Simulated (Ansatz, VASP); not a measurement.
**One calculation of BiTe, two programs**

```
Bi Te
1.0
     2.45905    1.41973    3.26753
    -2.45905    1.41973    3.26753
     0.00000   -2.83946    3.26753
Bi Te
1 1
Direct
  0.50000 0.50000 0.50000
  0.00000 0.00000 0.00000
```

Change from the starting cell: strain +0.015 along x and y, -0.015 along z, atoms carried along.

Alike in both runs: task single point; functional PBE; k mesh 12 × 12 × 12; occupations gaussian, width 0.15 eV; no spin polarisation.

```csv
,VASP,Ansatz
version,VASP 6.6.1,Ansatz 0.2.0
potentials or method,"VASP PAW PBE potentials, release 64 (Bi_d, Te), cutoff 520 eV","scalar-relativistic, plane waves, PAW"
valence electrons in the cell,21,31
```

Ansatz gave:

* gap on the k mesh at the Fermi level (eV): none
* pressure (GPa): -1.0
* traceless stress, the component that is largest in VASP (GPa): 0.60

**Question.** What did VASP give for the same quantities?

**Answer.** gap on the k mesh at the Fermi level (eV): none; pressure (GPa): -1.1; traceless stress, the component that is largest in VASP (GPa): 0.60.

A gap of «none» marks a metal or a gap that the smearing closes. VASP's potentials hold 21 valence electrons a cell and Ansatz's 31, so a difference there can come from the potentials and not from the codes.

Spin-orbit coupling is off throughout.
